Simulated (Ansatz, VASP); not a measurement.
**LiH: VASP beside Ansatz**

Contents of POSCAR:

```
LiH
1.0
    2.5016587118      0.0000000000      0.0000000000
    0.0000000000      2.5016587118      0.0000000000
    0.0000000000      0.0000000000      2.5016587118
Li H
1 1
Direct
    0.0000000000      0.0000000000      0.0000000000
    0.5000000000      0.5000000000      0.5000000000
```

Contents of INCAR.step1:

```
PREC = Accurate
ENCUT = 520
EDIFF = 1E-5
ISMEAR = 0
SIGMA = 0.01
LREAL = F
LASPH = T
NELM = 80
ALGO = Normal
ISIF = 2
LWAVE = T
LCHARG = F
NBANDS = 9
GGA = PE
```

The input INCAR.step2:

```
PREC = Accurate
ENCUT = 520
EDIFF = 1E-6
ISMEAR = 0
SIGMA = 0.01
LREAL = F
LASPH = T
NELM = 80
ALGO = Normal
ISIF = 2
LWAVE = F
LCHARG = F
GGA = PE
LHFCALC = T
AEXX = 0.05
HFSCREEN = 0.3
PRECFOCK = Normal
NBANDS = 9
ISTART = 1
```

Contents of KPOINTS:

```
Automatic mesh
0
Gamma
  4 4 4
```

Input for Ansatz:

```yaml
crystal:
  lattice:
    - [2.5016587118, 0.0, 0.0]
    - [0.0, 2.5016587118, 0.0]
    - [0.0, 0.0, 2.5016587118]
  atoms:
    - { symbol: Li, position: [0.0, 0.0, 0.0] }
    - { symbol: H, position: [0.5, 0.5, 0.5] }
kpoints:
  mp_grid: { grid: [4, 4, 4] }
hamiltonian:
  xc: { exchange: pbe, correlation: pbe, exx: { coeff: 0.05, omega: 0.3 } }
scf:
  occupations: { method: fixed }
  n_extra_bands: 4
output:
  forces: true
  stress: true
  eigenvalues: true
```

Alike in both runs: task single point; functional PBE-based screened hybrid; k mesh 4 × 4 × 4; no spin polarisation.

|  | VASP | Ansatz |
| --- | --- | --- |
| version | VASP 6.6.1 | Ansatz 0.2.0 |
| potentials or method | VASP PAW PBE potentials, release 64 (Li_sv, H) | plane waves |
| plane-wave cutoff (eV) | 520 | 420 |
| occupations | gaussian, width 0.01 eV | fixed |
| valence electrons in the cell | 4 | 4 |

|  | VASP | Ansatz | Ansatz less VASP |
| --- | --- | --- | --- |
| gap on the k mesh at the Fermi level (eV) | 0.77 | 0.74 | -0.027 |

VASP's potentials were made for PBE, not for PBE-based screened hybrid. Ansatz's warnings: stress exchange threshold loose, stress scf threshold loose.

The k mesh is coarse, so the values compare programs but aren't converged. Noted on VASP's run: the cutoff is short for stress, so the pressure is rough.
